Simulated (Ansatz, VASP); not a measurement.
Two plane-wave programs on Si3N4

```
CELL_PARAMETERS angstrom
0.00000 3.79469 3.79469
3.79469 0.00000 3.79469
3.79469 3.79469 0.00000
ATOMIC_POSITIONS crystal
Si 0.62500 0.62500 0.62500
Si 0.12500 0.62500 0.62500
Si 0.62500 0.62500 0.12500
Si 0.62500 0.12500 0.62500
Si 0.00000 0.00000 0.00000
Si 0.25000 0.25000 0.25000
N 0.38080 0.38080 0.38080
N 0.39240 0.86920 0.86920
N 0.38080 0.38080 0.85760
N 0.86920 0.39240 0.86920
N 0.85760 0.38080 0.38080
N 0.86920 0.86920 0.86920
N 0.38080 0.85760 0.38080
N 0.86920 0.86920 0.39240
```

Alike in both runs: task single point; functional r2SCAN; k mesh 6 × 6 × 6; occupations fermi-dirac, width 0.0439 eV; no spin polarisation.

```csv
,VASP,Ansatz
version,VASP 6.6.1,Ansatz 0.2.0
potentials or method,"VASP PAW PBE potentials, release 64 (Si, N), cutoff 520 eV",PAW plane waves
valence electrons in the cell,64,64
```

|  | VASP | Ansatz | Ansatz less VASP |
| --- | --- | --- | --- |
| gap on the k mesh at the Fermi level (eV) | 4.24 | 4.25 | +0.002 |
| pressure (GPa) | 19.5 | 19.3 | -0.15 |
| rms of the force components (eV/Å) | 0.437 | 0.446 | +0.0098 |

VASP's potentials were made for PBE, not for r2SCAN.
